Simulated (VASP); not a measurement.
Wanted: the native input for a VASP 6.6.1 run.

```yaml
Task: relaxation of cell and atoms
Functional: PBE
Potentials_or_basis: VASP PAW PBE potentials, release 64 (Sr_sv, O)
Cutoff: 600 eV
k_mesh: 8 × 8 × 8
Occupations: methfessel-paxton, width 0.02 eV
Spin: no spin polarisation
Dipole_correction: no
Further_INCAR_settings: ALGO = Normal; EDIFF = 1e-07; IBRION = 2; EDIFFG = -0.02; NSW = 60; ISIF = 3
```

The structure of SrO lies in POSCAR:

```
SrO
1.0
    0.0000000000      2.5650000000      2.5650000000
    2.5650000000      0.0000000000      2.5650000000
    2.5650000000      2.5650000000      0.0000000000
Sr O
1 1
Direct
    0.0000000000      0.0000000000      0.0000000000
    0.5000000000      0.5000000000      0.5000000000
```

These files were run (other wordings do the same):

INCAR

```
SYSTEM = SrO
PREC     = Accurate       ! precision mode
ENCUT    = 600            ! plane-wave cutoff, eV
EDIFF    = 1E-7           ! SCF threshold, eV
ISMEAR   = 1              ! smearing method
SIGMA    = 0.02           ! smearing width, eV
LREAL    = .False.        ! projectors in reciprocal space
LASPH    = .True.         ! aspherical terms in the spheres
NELM     = 120            ! most SCF steps
ALGO     = Normal         ! electronic algorithm
ISIF     = 3              ! what is computed and relaxed
LWAVE    = .False.        ! write WAVECAR
LCHARG   = .False.        ! write CHGCAR
GGA      = PE             ! functional
IBRION   = 2              ! ionic algorithm
NSW      = 60             ! ionic steps
EDIFFG   = -0.02          ! ionic threshold
GGA_COMPAT= .False.      
NELMIN   = 4
```

KPOINTS

```
regular mesh
0
Gamma
  8 8 8
  0 0 0
```

Potentials or basis: VASP PAW PBE potentials, release 64 (Sr_sv, O).

Run with:

```console
$ cat potpaw_PBE.64/Sr_sv/POTCAR potpaw_PBE.64/O/POTCAR > POTCAR
$ mpirun -np 1 vasp_std > vasp.out
```

It gave:

| Property | Result |
| --- | --- |
| Relaxed volume | 17.62 Å³/atom |
| Relaxed cell | a = 3.680 Å, b = 3.680 Å, c = 3.680 Å, α = 60.00°, β = 60.00°, γ = 60.00° |
| Space group after relaxing (to 0.1 Å) | Fm-3m (No. 225) |
| Energy gained by relaxing | 8.9 meV/atom |
| Ionic steps | 3 |
| Pressure after relaxing | 0.0 GPa |
| Band gap on the k mesh | 3.28 eV (least direct gap 3.39 eV) |

Run time: 79 s on 1 thread of Intel Xeon 8259CL, on a shared host, peak memory 0.18 GiB.
